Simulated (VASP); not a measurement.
Input of a VASP 6.6.1 run:

The input INCAR:

```
PREC = Accurate
ENCUT = 520
EDIFF = 1E-6
ISMEAR = 0
SIGMA = 0.1
LREAL = F
LASPH = T
NELM = 100
ALGO = Fast
ISIF = 2
LWAVE = F
LCHARG = T
GGA = PE
LELF = T
LVHAR = T
NBANDS = 24
```

KPOINTS

```
Automatic mesh
0
Gamma
  10 10 10
```

Contents of POSCAR:

```
RbAl4H5
1.0
   -4.0865151590      4.0865151590      2.6008181193
    4.0865151590     -4.0865151590      2.6008181193
    4.0865151590      4.0865151590     -2.6008181193
Rb Al H
1 4 5
Direct
    0.0000000000      0.0000000000      0.0000000000
    0.5000000000      0.5000000000      0.5000000000
    0.0000000000      0.0000000000      0.5000000000
    0.5000000000      0.0000000000      0.0000000000
    0.0000000000      0.5000000000      0.0000000000
    0.5000000000      0.7051594604      0.2051594604
    0.5000000000      0.2948405396      0.7948405396
    0.7051594604      0.5000000000      0.2051594604
    0.2948405396      0.5000000000      0.7948405396
    0.5000000000      0.5000000000      0.0000000000
```

Potentials or basis: VASP PAW PBE potentials, release 64 (Rb_sv, Al, H).

Run with:

```sh
$ cat potpaw_PBE.64/Rb_sv/POTCAR potpaw_PBE.64/Al/POTCAR potpaw_PBE.64/H/POTCAR > POTCAR
$ mpirun -np 1 vasp_std > vasp.out
```

(1) Predict the band gap on the k mesh.

(2) What does it give for the pressure?

## Answers

(1) zero (bands 13 and 14 overlap by 1.74 eV).

(2) 0.0 GPa.
